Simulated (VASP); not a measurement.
# Ta16O in VASP: single point with PBE

Aim: the single point of Ta16O with PBE.

Everything below comes from runs of VASP 6.6.1. Logs are shortened: lines on timing, memory, paths and dates and some standing lists are left out, and cuts for length are marked.

### 1 The cell of the first run

The cell holds a slab with vacuum, 17 atoms: a = 6.638 Å, b = 6.638 Å, c = 20.300 Å, α = 90.00°, β = 90.00°, γ = 90.00°.

### 2 Single point, PBE

The input, INCAR:

```
SYSTEM = Ta16O
  PREC = Accurate
  ENCUT = 520
  EDIFF = 1E-6
  ISMEAR = 0
  SIGMA = 0.1
  LREAL = Auto
  LASPH = .TRUE.
  NELM = 60
  ALGO = Normal
  ISIF = 2
  LWAVE = .FALSE.
  LCHARG = .TRUE.
  LDIPOL = .TRUE.
  IDIPOL = 3
  DIPOL = 0.5 0.5 0.328
  GGA = PE
  LELF = .TRUE.
  LVHAR = .TRUE.
  LVACPOTAV = .TRUE.
  NBANDS = 105
```

The input, KPOINTS:

```
Automatic mesh
0
G
  4 4 1
  0 0 0
```

The input, POSCAR:

```
Ta16O
1.0
    6.6379342676      0.0000000000      0.0000000000
    0.0000000000      6.6379342676      0.0000000000
    0.0000000000      0.0000000000     20.2996557945
Ta O
16 1
Direct
    0.2500000000      0.2500000000      0.1970476761
    0.2500000000      0.7500000000      0.1970476761
    0.7500000000      0.2500000000      0.1970476761
    0.7500000000      0.7500000000      0.1970476761
    0.0000000000      0.0000000000      0.2787970212
    0.0000000000      0.5000000000      0.2787970212
    0.5000000000      0.0000000000      0.2787970212
    0.5000000000      0.5000000000      0.2787970212
    0.2500000000      0.2500000000      0.3599139039
    0.2500000000      0.7500000000      0.3599139039
    0.7500000000      0.2500000000      0.3599139039
    0.7500000000      0.7500000000      0.3599139039
    0.0000000000      0.0000000000      0.4334879312
    0.0000000000      0.5000000000      0.4334879312
    0.5000000000      0.0000000000      0.4334879312
    0.5000000000      0.5000000000      0.4334879312
    0.0000000000      0.1875000000      0.5002429516
```

Potentials or basis: VASP PAW PBE potentials, release 64 (Ta_pv, O).

Command:

```console
cat potpaw_PBE.64/Ta_pv/POTCAR potpaw_PBE.64/O/POTCAR > POTCAR
mpirun -np 1 vasp_std > vasp.out
```

OUTCAR:

```text
SYSTEM = Ta16O
   PREC = Accurate
   ENCUT = 520
   EDIFF = 1E-6
   ISMEAR = 0
   LREAL = Auto
   LASPH = .TRUE.
   NELM = 60
   ISIF = 2
   GGA = PE

 ion  position               nearest neighbor table
   1  0.250  0.250  0.197-   5 2.87   6 2.87   7 2.87   8 2.87   9 3.31   3 3.32   2 3.32   2 3.32
                             3 3.32
   2  0.250  0.750  0.197-   5 2.87   6 2.87   7 2.87   8 2.87  10 3.31   4 3.32   1 3.32   1 3.32
                             4 3.32
   3  0.750  0.250  0.197-   5 2.87   6 2.87   7 2.87   8 2.87  11 3.31   4 3.32   1 3.32   4 3.32
                             1 3.32
   4  0.750  0.750  0.197-   5 2.87   6 2.87   7 2.87   8 2.87  12 3.31   3 3.32   2 3.32   3 3.32
                             2 3.32
   5  0.000  0.000  0.279-   9 2.87  10 2.87  11 2.87  12 2.87   1 2.87   2 2.87   3 2.87   4 2.87
                            13 3.14   7 3.32   6 3.32   6 3.32   7 3.32
   6  0.000  0.500  0.279-   9 2.87  10 2.87  11 2.87  12 2.87   1 2.87   2 2.87   3 2.87   4 2.87
                            14 3.14   8 3.32   5 3.32   5 3.32   8 3.32
   7  0.500  0.000  0.279-   9 2.87  10 2.87  11 2.87  12 2.87   1 2.87   2 2.87   3 2.87   4 2.87
                            15 3.14   8 3.32   5 3.32   8 3.32   5 3.32
   8  0.500  0.500  0.279-   9 2.87  10 2.87  11 2.87  12 2.87   1 2.87   2 2.87   3 2.87   4 2.87
                            16 3.14   7 3.32   6 3.32   7 3.32   6 3.32
   9  0.250  0.250  0.360-  13 2.78  14 2.78  15 2.78  16 2.78   5 2.87   6 2.87   7 2.87   8 2.87
                             1 3.31  10 3.32  11 3.32  10 3.32  11 3.32
  10  0.250  0.750  0.360-  13 2.78  14 2.78  15 2.78  16 2.78   5 2.87   6 2.87   7 2.87   8 2.87
                             2 3.31   9 3.32  12 3.32   9 3.32  12 3.32
  11  0.750  0.250  0.360-  13 2.78  14 2.78  15 2.78  16 2.78   5 2.87   6 2.87   7 2.87   8 2.87
                             3 3.31   9 3.32  12 3.32  12 3.32   9 3.32
  12  0.750  0.750  0.360-  13 2.78  14 2.78  15 2.78  16 2.78   5 2.87   6 2.87   7 2.87   8 2.87
                             4 3.31  10 3.32  11 3.32  11 3.32  10 3.32
  13  0.000  0.000  0.433-  17 1.84  10 2.78  11 2.78  12 2.78   9 2.78   5 3.14  15 3.32  14 3.32
                            14 3.32  15 3.32
  14  0.000  0.500  0.433-  17 2.48  10 2.78  11 2.78  12 2.78   9 2.78   6 3.14  16 3.32  13 3.32
                            13 3.32  16 3.32
  15  0.500  0.000  0.433-   9 2.78  10 2.78  11 2.78  12 2.78   7 3.14  13 3.32  16 3.32  16 3.32
                            13 3.32
  16  0.500  0.500  0.433-   9 2.78  10 2.78  11 2.78  12 2.78   8 3.14  14 3.32  15 3.32  15 3.32
                            14 3.32
  17  0.000  0.188  0.500-  13 1.84  14 2.48

  LATTYP: Found a simple tetragonal cell.
 ALAT       =     6.6379342676
 C/A-ratio  =     3.0581284743

  Lattice vectors:

 A1 = (   6.6379342676,   0.0000000000,   0.0000000000)
 A2 = (   0.0000000000,   6.6379342676,   0.0000000000)
 A3 = (   0.0000000000,   0.0000000000,  20.2996557945)

Analysis of symmetry for initial positions (statically):
=====================================================================
 Subroutine PRICEL returns:
 Original cell was already a primitive cell.

 Routine SETGRP: Setting up the symmetry group for a
 simple tetragonal supercell.

 Subroutine GETGRP returns: Found  2 space group operations
 (whereof  2 operations were pure point group operations)
 out of a pool of 16 trial point group operations.

The static configuration has the point symmetry C_1h.

Analysis of symmetry for dynamics (positions and initial velocities):
=====================================================================
 Subroutine PRICEL returns:
 Original cell was already a primitive cell.

 Routine SETGRP: Setting up the symmetry group for a
 simple tetragonal supercell.

 Subroutine GETGRP returns: Found  2 space group operations
 (whereof  2 operations were pure point group operations)
 out of a pool of 16 trial point group operations.

The dynamic configuration has the point symmetry C_1h.

 Subroutine INISYM returns: Found  2 space group operations
 (whereof  2 operations are pure point group operations),
 and found     1 'primitive' translations

----------------------------------------------------------------------------------------

                                     Primitive cell

  volume of cell :     894.4469

  direct lattice vectors                    reciprocal lattice vectors
     6.637934268  0.000000000  0.000000000     0.150649277  0.000000000  0.000000000
     0.000000000  6.637934268  0.000000000     0.000000000  0.150649277  0.000000000
     0.000000000  0.000000000 20.299655795     0.000000000  0.000000000  0.049261919
[... 59 lines left out ...]
     0.037662319  0.037662319  0.049261919

  Shift w.r.t. Gamma in fractional coordinates (k-lattice)
     0.000000000  0.000000000  0.000000000

 Subroutine IBZKPT returns following result:
 ===========================================

 Found      9 irreducible k-points:

 Following reciprocal coordinates:
            Coordinates               Weight
  0.000000  0.000000  0.000000      1.000000
  0.250000  0.000000  0.000000      2.000000
  0.000000  0.250000  0.000000      2.000000
  0.500000  0.000000  0.000000      1.000000
  0.000000  0.500000  0.000000      1.000000
  0.250000  0.250000  0.000000      4.000000
  0.500000  0.250000  0.000000      2.000000
 -0.250000  0.500000  0.000000      2.000000
  0.500000  0.500000  0.000000      1.000000
   k-points           NKPTS =      9   k-points in BZ     NKDIM =      9   number of bands    NBANDS=    105
   number of dos      NEDOS =    301   number of ions     NIONS =     17
   total plane-waves  NPLWV = 400000
   dimension x,y,z NGX =    50 NGY =   50 NGZ =  160
   dimension x,y,z NGXF=   100 NGYF=  100 NGZF=  320
   ions per type =              16   1
   NGX,Y,Z   is equivalent  to a cutoff of  12.52, 12.52, 13.10 a.u.
   NGXF,Y,Z  is equivalent  to a cutoff of  25.04, 25.04, 26.21 a.u.
 SYSTEM =  Ta16O
   PREC   = accura    normal or accurate (medium, high low for compatibility)
   ISTART =      0    job   : 0-new  1-cont  2-samecut
   ICHARG =      2    charge: 1-file 2-atom 10-const
   ISPIN  =      1    spin polarized calculation?
   LNONCOLLINEAR =      F non collinear calculations
   LSORBIT =      F    spin-orbit coupling
   LASPH  =      T    aspherical Exc in radial PAW
   ENCUT  =  520.0 eV  38.22 Ry    6.18 a.u.  12.34 12.34 37.74*2*pi/ulx,y,z
   NELM   =     60;   NELMIN=  2; NELMDL= -5     # of ELM steps
   EDIFF  = 0.1E-05   stopping-criterion for ELM
   LREAL  =      T    real-space projection
   EDIFFG = 0.1E-04   stopping-criterion for IOM
   NSW    =      0    number of steps for IOM
   IBRION =     -1    ionic relax: 0-MD 1-quasi-New 2-CG
   NFREE  =      0    steps in history (QN), initial steepest desc. (CG)
   ISIF   =      2    stress and relaxation
   ISYM   =      2    0-nonsym 1-usesym 2-fastsym
   POTIM  = 0.5000    time-step for ionic-motion
   TEBEG  =    0.0;   TEEND  =   0.0 temperature during run
   PSTRESS=    0.0 pullay stress
   NELECT =     182.0000    total number of electrons
   NUPDOWN=      -1.0000    fix difference up-down
   EMIN   =  10.00;   EMAX   =-10.00  energy-range for DOS
   EFERMI =   0.00;   METHOD = LEGACY
   ISMEAR =     0;   SIGMA  =   0.10  broadening in eV -4-tet -1-fermi 0-gaus
   EFERMI_NEDOS =   21; number of points for ismear=-14 and -15
   IALGO  =     38    algorithm
   IMIX   =      4    mixing-type and parameters
     AMIX     =   0.40;   BMIX     =  1.00
     AMIX_MAG =   1.60;   BMIX_MAG =  1.00
  volume/ion in A,a.u.               =      52.61       355.06
  Fermi-wavevector in a.u.,A,eV,Ry     =   0.962898  1.819614 12.614957  0.927173
  Thomas-Fermi vector in A             =   2.092397
   LORBIT       =      0    0 simple, 1 ext, 2 COOP (PROOUT), +10 PAW based schemes
   GGA     = PE    functional components
   LHFCALC =     F    Hartree Fock is set to
   AEXX    =    0.0000 exact exchange contribution
   IVDW    =     0    specifies the selected vdW correction
   LEPSILON=     F    determine dielectric tensor
   LRPA    =     F    only Hartree local field effects (RPA)
 non-spin polarized calculation
 Gauss-broadening in eV      SIGMA  =   0.10
  energy-cutoff  :      520.00
  volume of cell :      894.45
 maximum number of plane-waves:     24163
 NGX is ok and might be reduce to    50
   NGX = 25   NGY = 25   NGZ = 75

 dipolmoment           0.000000      0.000000     -2.281104 electrons x Angstroem

 number of electron     181.9999954 magnetization

 dipolmoment           0.000000      0.000000      0.027042 electrons x Angstroem

 Free energy of the ion-electron system (eV)
  ---------------------------------------------------
  ext. energy  EPLUGINS =         0.00000000
  ---------------------------------------------------
  free energy    TOTEN  =      -182.43233721 eV

  energy without entropy =     -182.35211938  energy(sigma->0) =     -182.39222830

 E-fermi :  -0.6133     XC(G=0):  -5.2837

 val. band max:       -0.6241855713   @ k =   0.0000   0.0000   0.0000
 cond. band min:      -0.5610243874   @ k =   0.0000   0.2500   0.0000
 fundamental gap:      0.0631611838
 Fermi energy:        -0.6133234526

 k-point     1 :       0.0000    0.0000    0.0000
  band No.  band energies     occupation
      1     -35.6294      2.00000
      2     -35.6239      2.00000
      3     -35.6189      2.00000
      4     -35.6133      2.00000
      5     -35.6097      2.00000
      6     -35.5914      2.00000
[... 943 lines left out ...]
    102      -0.0113      0.00000
    103       0.0983      0.00000
 [bands above 103 left out]

------------------------ aborting loop because EDIFF is reached ----------------------------------------

  FORCE on cell =-STRESS in cart. coord.  units (eV):
  Direction    XX          YY          ZZ          XY          YZ          ZX
  --------------------------------------------------------------------------------------
  -------------------------------------------------------------------------------------
  Total      -14.7883863    -19.5813527     -0.9575728      0.0000000      1.1163230      0.0000000
  in kB      -26.4896853    -35.0750827     -1.7152515      0.0000000      1.9996127      0.0000000
  external PRESSURE =     -21.0933398 kB  Pullay stress =       0.0000000 kB

 VOLUME and BASIS-vectors are now :
 -----------------------------------------------------------------------------
  energy-cutoff  :      520.00
  volume of cell :      894.45
      direct lattice vectors                 reciprocal lattice vectors
     6.637934268  0.000000000  0.000000000     0.150649277  0.000000000  0.000000000
     0.000000000  6.637934268  0.000000000     0.000000000  0.150649277  0.000000000
     0.000000000  0.000000000 20.299655795     0.000000000  0.000000000  0.049261919

 POSITION                                       TOTAL-FORCE (eV/Angst)
 -----------------------------------------------------------------------------------
      1.65948      1.65948      4.00000        -0.070790      0.014266      0.847794
      1.65948      4.97845      4.00000        -0.009076      0.024370      0.788926
      4.97845      1.65948      4.00000         0.070790      0.014266      0.847794
      4.97845      4.97845      4.00000         0.009076      0.024370      0.788926
      0.00000      0.00000      5.65948         0.000000      0.042000     -1.337161
      0.00000      3.31897      5.65948         0.000000     -0.124518     -0.873048
[... 9 lines left out ...]
      3.31897      3.31897      8.79966         0.000000     -0.102385     -0.462650
      0.00000      1.24461     10.15476         0.000000      0.930755      0.179314
 -----------------------------------------------------------------------------------
    total drift:                                0.000000      0.002103      0.005844

  FREE ENERGIE OF THE ION-ELECTRON SYSTEM (eV)
  ---------------------------------------------------
  free  energy   TOTEN  =      -182.4323372115 eV

  energy  without entropy=     -182.3521193837  energy(sigma->0) =     -182.39222830

 vacuum level on the upper side and lower side of the slab         3.529         3.418
```

Wall time 22 min (1 thread of AMD EPYC 9R45 (Zen 5), shared host); peak memory 1.1 GiB.

Results:

* Free energy: -182.4323 eV
* Largest force: 1.998 eV/Å
* Band gap on the k mesh: zero (band 91 reaches -0.44 eV, above the bottom of band 92 at -1.03 eV)

Forces on the atoms (eV/Å):
```
Ta  -0.071  0.014  0.848
Ta  -0.009  0.024  0.789
Ta   0.071  0.014  0.848
Ta   0.009  0.024  0.789
Ta   0.000  0.042 -1.337
Ta   0.000 -0.125 -0.873
Ta   0.000  0.119 -0.717
Ta   0.000 -0.046 -0.653
Ta   0.483  0.264 -0.976
Ta   0.436 -0.333 -0.154
Ta  -0.483  0.264 -0.976
Ta  -0.436 -0.333 -0.154
Ta   0.000  0.513  1.931
Ta   0.000 -1.434  1.180
Ta   0.000  0.162 -0.260
Ta   0.000 -0.102 -0.463
O    0.000  0.931  0.179
```

Levels at points of the mesh, in eV from the Fermi level:
```
           k point  band 88  band 89  band 90  band 91  band 92  band 93  band 94  band 95  band 96  band 97
(0.00, 0.00, 0.00)    -0.01     0.06     0.13     0.17     0.23     0.38     0.38     0.44     0.48     0.53
(0.50, 0.00, 0.00)    -0.54    -0.35    -0.31    -0.08    -0.08     0.25     0.29     0.30     0.31     0.43
(0.00, 0.50, 0.00)    -0.53    -0.38    -0.31    -0.18    -0.11     0.21     0.28     0.29     0.29     0.56
(0.50, 0.50, 0.00)    -0.90    -0.83    -0.77    -0.71    -0.41    -0.13    -0.10    -0.07    -0.03     0.32
```

Caveat: spin-orbit coupling is left out, which moves the levels of the heavy elements.
